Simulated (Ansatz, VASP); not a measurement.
Bi6Te in VASP and in Ansatz

```
Bi Te
1.0
     6.67826    0.00000    0.00000
    -3.33913    5.78355    0.00000
     0.00000    0.00000    6.35738
Bi Te
6 1
Direct
  0.43071 0.00000 0.23272
  0.00000 0.43071 0.23272
  0.56929 0.56929 0.23272
  0.00000 0.56929 0.76728
  0.56929 0.00000 0.76728
  0.43071 0.43071 0.76728
  0.00000 0.00000 0.00000
```

Change from the starting cell: species swapped into the Ti6O type (P-31m, No. 162).

Alike in both runs: functional PBE; k mesh 3 × 3 × 3; occupations gaussian, width 0.2 eV; no spin polarisation.

Ansatz relaxed the structure, and its values are those at the end. VASP's run is a single point on that final structure, the one shown.

```csv
,VASP,Ansatz
version,VASP 6.6.1,Ansatz 0.2.0
potentials or method,"VASP PAW PBE potentials, release 64 (Bi_d, Te), cutoff 520 eV","scalar-relativistic, plane waves, PAW"
valence electrons in the cell,96,106
```

Ansatz gave:

| Item | Value |
| --- | --- |
| gap on the k mesh at the Fermi level (eV) | none |
| pressure (GPa) | 0.0 |
| rms of the force components (eV/Å) | 0.006 |

Q: What did VASP give for the same quantities?

A: gap on the k mesh at the Fermi level (eV): none; pressure (GPa): 0.0; rms of the force components (eV/Å): 0.007.

A gap of «none» marks a metal or a gap that the smearing closes. With one functional, cell and mesh, what is left measures potentials, basis and numerics. VASP's potentials hold 96 valence electrons a cell and Ansatz's 106, so a difference there can come from the potentials and not from the codes.

The k mesh is coarse, so the values compare programs but aren't converged. Neither program's run includes spin-orbit coupling.
